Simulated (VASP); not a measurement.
Wanted: the native input for a VASP 6.6.1 run.

| Property | Result |
| --- | --- |
| Task | single point |
| Functional | PBE |
| Potentials or basis | VASP PAW PBE potentials, release 64 (As) |
| Cutoff | 400 eV |
| k mesh | 12 × 12 × 1 |
| Occupations | gaussian, width 0.04 eV |
| Spin | no spin polarisation |
| Dipole correction | yes |
| Further INCAR settings | ALGO = Normal; EDIFF = 1e-06; NBANDS = 12; NELMDL = -8 |

The structure of As lies in POSCAR:

```
As
1.0
    3.6048451787      0.0000000000      0.0000000000
   -1.8024225893      3.1218875015      0.0000000000
    0.0000000000      0.0000000000     24.4218884703
As
2
Direct
    0.6666666667      0.3333333333      0.6338949776
    0.3333333333      0.6666666667      0.6910958854
```

One way to write it, as run:

INCAR

```
SYSTEM = As
PREC     = Accurate       ! precision mode
ENCUT    = 400            ! plane-wave cutoff, eV
EDIFF    = 1E-6           ! SCF threshold, eV
ISMEAR   = 0              ! smearing method
SIGMA    = 0.04           ! smearing width, eV
LREAL    = .FALSE.        ! projectors in reciprocal space
LASPH    = .TRUE.         ! aspherical terms in the spheres
NELM     = 120            ! most SCF steps
ALGO     = Normal         ! electronic algorithm
ISIF     = 2              ! what is computed and relaxed
LWAVE    = .FALSE.        ! write WAVECAR
LCHARG   = .FALSE.        ! write CHGCAR
LDIPOL   = .TRUE.       
IDIPOL   = 3            
DIPOL    = 0.5 0.5 0.662
GGA      = PE             ! functional
NBANDS   = 12             ! bands
GGA_COMPAT= .FALSE.      
NELMDL   = -8
```

KPOINTS

```
regular mesh
0
G
  12 12 1
  0 0 0
```

Potentials or basis: VASP PAW PBE potentials, release 64 (As).

The run is started by

```sh
$ cat potpaw_PBE.64/As/POTCAR > POTCAR
$ mpirun -np 1 vasp_std > vasp.out
```

Results of the run:

| Property | Result |
| --- | --- |
| Largest force | 0.011 eV/Å |
| Band gap on the k mesh | 1.61 eV (least direct gap 1.94 eV) |

Wall time 59 s on 1 thread of AMD EPYC 7R43 64-Core Processor (Zen 3) (shared host), peak memory 0.24 GiB.
